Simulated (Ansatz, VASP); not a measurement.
**Two plane-wave programs on ZnO**

File POSCAR:

```
ZnO
1.0
    0.0000000000      2.2020510490      2.0594292425
    2.2020510490      0.0000000000      2.0594292425
    2.2020510490      2.2020510490      0.0000000000
Zn O
1 1
Direct
    0.0000000000      0.0000000000      0.0000000000
    0.5000000000      0.5000000000      0.5000000000
```

The input INCAR.step1:

```
ALGO = Normal ; EDIFF = 1E-4
ENCUT = 520 ; GGA = PE
ISMEAR = 0 ; LASPH = True
LCHARG = False ; LREAL = False
LWAVE = True ; NBANDS = 16
NELM = 60 ; PREC = Accurate
SIGMA = 0.01
```

The input INCAR.step2:

```
ALGO = Normal ; EDIFF = 1E-7
ENCUT = 520 ; ISIF = 2
ISMEAR = 0 ; ISTART = 1
LASPH = True ; LCHARG = False
LMIXTAU = True ; LREAL = False
LWAVE = False ; METAGGA = R2SCAN
NBANDS = 16 ; NELM = 60
PREC = Accurate ; SIGMA = 0.01
```

The input KPOINTS:

```
k-points
0
Gamma
  10 10 10
```

Input for Ansatz:

```yaml
crystal:
  lattice:
    - [0.0, 2.202051049, 2.0594292425]
    - [2.202051049, 0.0, 2.0594292425]
    - [2.202051049, 2.202051049, 0.0]
  atoms:
    - { symbol: Zn, position: [0.0, 0.0, 0.0] }
    - { symbol: O, position: [0.5, 0.5, 0.5] }
kpoints:
  mp_grid: { grid: [10, 10, 10] }
  band_path:
    path:
      - [0.0, 0.0, 0.0]
      - [0.5, 0.0, 0.5]
      - [0.625, 0.25, 0.625]
      - [0.375, 0.375, 0.75]
      - [0.5, 0.5, 0.5]
      - [0.5, 0.25, 0.75]
    npoints: 1
hamiltonian:
  xc: r2scan
scf:
  occupations: { method: fixed }
  n_extra_bands: 4
output:
  forces: true
  stress: true
  eigenvalues: true
```

Change from the starting cell: epitaxial_xy strain +3.2%.

Alike in both runs: task single point; functional r2SCAN; k mesh 10 × 10 × 10; no spin polarisation.

|  | VASP | Ansatz |
| --- | --- | --- |
| version | VASP 6.6.1 | Ansatz 0.2.0 |
| potentials or method | VASP PAW PBE potentials, release 64 (Zn, O) | plane waves, PAW |
| plane-wave cutoff (eV) | 520 | 500 |
| occupations | gaussian, width 0.01 eV | fixed |
| valence electrons in the cell | 18 | 18 |

```tsv
	VASP	Ansatz	Ansatz less VASP
gap on the k mesh at the Fermi level (eV)	1.27	1.29	+0.018
pressure (GPa)	-2.3	-3.7	-1.41
traceless stress, the component that is largest in VASP (GPa)	4.10	3.74	-0.366
```

VASP's potentials were made for PBE, not for r2SCAN.
